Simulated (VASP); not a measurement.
# Ge (Fd-3m) in VASP: notebook, part 2 of 2

VASP 6.6.1.

## 3. Vibrations by perturbation theory, PBE (phonons at volume x 1.02)

Contents of INCAR:

```
SYSTEM = Ge
PREC     = Accurate       ! precision mode
ENCUT    = 520            ! plane-wave cutoff, eV
EDIFF    = 1E-8           ! SCF threshold, eV
ISMEAR   = -1             ! smearing method
SIGMA    = 0.15           ! smearing width, eV
LREAL    = .False.        ! projectors in reciprocal space
LASPH    = .True.         ! aspherical terms in the spheres
NELM     = 100            ! most SCF steps
ALGO     = Normal         ! electronic algorithm
ISIF     = 2              ! what is computed and relaxed
LWAVE    = .False.        ! write WAVECAR
LCHARG   = .False.        ! write CHGCAR
GGA      = PE             ! functional
IBRION   = 8              ! ionic algorithm
NSW      = 1              ! ionic steps
```

Contents of KPOINTS:

```
regular mesh
0
Gamma
  14 14 14
  0 0 0
```

Contents of POSCAR:

```
Ge
1.0
    0.0000000000      2.9009134754      2.9009134754
    2.9009134754      0.0000000000      2.9009134754
    2.9009134754      2.9009134754      0.0000000000
Ge
2
Direct
    0.5000000000      0.5000000000      0.5000000000
    0.7500000000      0.7500000000      0.7500000000
```

Potentials or basis: VASP PAW PBE potentials, release 64 (Ge_d).

Run with:

```
$ cat potpaw_PBE.64/Ge_d/POTCAR > POTCAR
$ mpirun -np 1 vasp_std > vasp.out
```

OUTCAR:

```text
SYSTEM = Ge
   PREC = Accurate
   ENCUT = 520
   EDIFF = 1E-8
   ISMEAR = -1
   LREAL = .False.
   LASPH = .True.
   NELM = 100
   ISIF = 2
   GGA = PE
   IBRION = 8
   NSW = 1

 ion  position               nearest neighbor table
   1  0.500  0.500  0.500-   2 2.51   2 2.51   2 2.51   2 2.51
   2  0.750  0.750  0.750-   1 2.51   1 2.51   1 2.51   1 2.51

  LATTYP: Found a face centered cubic cell.
 ALAT       =     5.8018269508

  Lattice vectors:

 A1 = (   0.0000000000,   2.9009134754,   2.9009134754)
 A2 = (   2.9009134754,   0.0000000000,   2.9009134754)
 A3 = (   2.9009134754,   2.9009134754,   0.0000000000)

Analysis of symmetry for initial positions (statically):
=====================================================================
 Subroutine PRICEL returns:
 Original cell was already a primitive cell.

 Routine SETGRP: Setting up the symmetry group for a
 face centered cubic supercell.

 Subroutine GETGRP returns: Found 48 space group operations
 (whereof 24 operations were pure point group operations)
 out of a pool of 48 trial point group operations.

The static configuration has the point symmetry T_d .
 The point group associated with its full space group is O_h .

Analysis of symmetry for dynamics (positions and initial velocities):
=====================================================================
 Subroutine PRICEL returns:
 Original cell was already a primitive cell.

 Routine SETGRP: Setting up the symmetry group for a
 face centered cubic supercell.

[... 685 lines left out ...]

 POSITION                                       TOTAL-FORCE (eV/Angst)
 -----------------------------------------------------------------------------------
      2.90091      2.90091      2.90091        -0.000000     -0.000000     -0.000000
      4.35137      4.35137      4.35137         0.000000      0.000000      0.000000
 -----------------------------------------------------------------------------------
    total drift:                               -0.000000     -0.000000      0.000000

  FREE ENERGIE OF THE ION-ELECTRON SYSTEM (eV)
  ---------------------------------------------------
  free  energy   TOTEN  =        -9.0367277088 eV

  energy  without entropy=       -9.0275458515  energy(sigma->0) =       -9.03213678

[... ionic steps 2 to 3 ...]

--------------------------------------- Ionic step        4  -------------------------------------------

 Free energy of the ion-electron system (eV)
  ---------------------------------------------------
  ---------------------------------------------------
  free energy    TOTEN  =        -0.19377191 eV

  energy without entropy =       -0.19377191

------------------------ aborting loop because EDIFF is reached ----------------------------------------

 INTERNAL STRAIN TENSOR  FOR ION    1  DIRECTION 1   (eV/Angst):
 -----------------------------------------------------------------------------
    -0.00489  0.00000  0.00000
     0.00000  0.00336  6.50486
     0.00000  6.50486  0.00336

 INTERNAL STRAIN TENSOR FOR ION    2 for displacements in x,y,z  (eV/Angst):
          X           Y           Z          XY          YZ          ZX
  --------------------------------------------------------------------------------
  x     0.00000    -0.00000    -0.00000     0.00000    -6.50486     0.00000
  y    -0.00000     0.00000    -0.00000     0.00000     0.00000    -6.50486
  z    -0.00000    -0.00000     0.00000    -6.50486     0.00000     0.00000

 SECOND DERIVATIVES (NOT SYMMETRIZED)
 ------------------------------------
               1X          1Y          1Z          2X          2Y          2Z
  1X    -9.271843    0.000000    0.000000    9.271843    0.000000    0.000000
  1Y     0.000000   -9.271843    0.000000    0.000000    9.271843    0.000000
  1Z     0.000000    0.000000   -9.271843    0.000000    0.000000    9.271843
  2X     9.271843    0.000000    0.000000   -9.271843    0.000000    0.000000
  2Y     0.000000    9.271843    0.000000    0.000000   -9.271843    0.000000
  2Z     0.000000    0.000000    9.271843    0.000000    0.000000   -9.271843

 Eigenvectors and eigenvalues of the dynamical matrix
 ----------------------------------------------------

   1 f  =    7.900427 THz    49.639845 2PiTHz  263.529866 cm-1    32.673525 meV
             X         Y         Z           dx          dy          dz
      2.900913  2.900913  2.900913     0.000000   -0.707107    0.000000
      4.351370  4.351370  4.351370     0.000000    0.707107    0.000000
[... 21 lines left out ...]
   6 f  =    0.000000 THz     0.000000 2PiTHz    0.000000 cm-1     0.000000 meV
             X         Y         Z           dx          dy          dz
      2.900913  2.900913  2.900913     0.000000    0.000000    0.707107
      4.351370  4.351370  4.351370     0.000000    0.000000    0.707107

--------------------------------------------------------------------------------------------------------

 ELASTIC MODULI CONTR FROM IONIC RELAXATION (kBar)
 Direction    XX          YY          ZZ          XY          YZ          ZX
 --------------------------------------------------------------------------------
 XX          -0.0000     -0.0000     -0.0000     -0.0000      0.0000     -0.0000
 YY          -0.0000     -0.0000     -0.0000     -0.0000     -0.0000      0.0000
 ZZ          -0.0000     -0.0000     -0.0000      0.0000     -0.0000     -0.0000
 XY          -0.0000     -0.0000      0.0000   -149.7567      0.0000      0.0000
 YZ           0.0000     -0.0000     -0.0000      0.0000   -149.7567      0.0000
 ZX          -0.0000      0.0000     -0.0000      0.0000      0.0000   -149.7567
 --------------------------------------------------------------------------------
```

stdout:

```text
POSCAR found type information on POSCAR Ge
 POSCAR found :  1 types and       2 ions
 scaLAPACK will be used
 LDA part: xc-table for (Slater+PW92), standard interpolation
 POSCAR, INCAR and KPOINTS ok, starting setup
 FFT: planning ... GRIDC
 FFT: planning ... GRID_SOFT
 FFT: planning ... GRID
 WAVECAR not read
 entering main loop
 Linear response reoptimize wavefunctions to high precision
 Linear response DOF=           1
 Linear response progress:
 first order change of Fermi-energy   0.91481E-04
 force on displaced ion       1 direction 1 :  -9.272  -0.000  -0.000
 Linear response finished
```

Wall time 3 min (1 thread of Intel Xeon 6975P-C (Granite Rapids), shared host); peak memory 0.77 GiB.

What came out:

* Highest phonon frequency at Γ: 264 cm⁻¹

Phonon frequencies in cm⁻¹ (negative: imaginary):
```csv
q point,frequencies
"(0.000, 0.000, 0.000)",0 0 0 264 264 264
```

Caveat: the cell differs from its parent crystal (phonons at volume x 1.02); the cell wasn't relaxed at this level first, which shifts response properties.
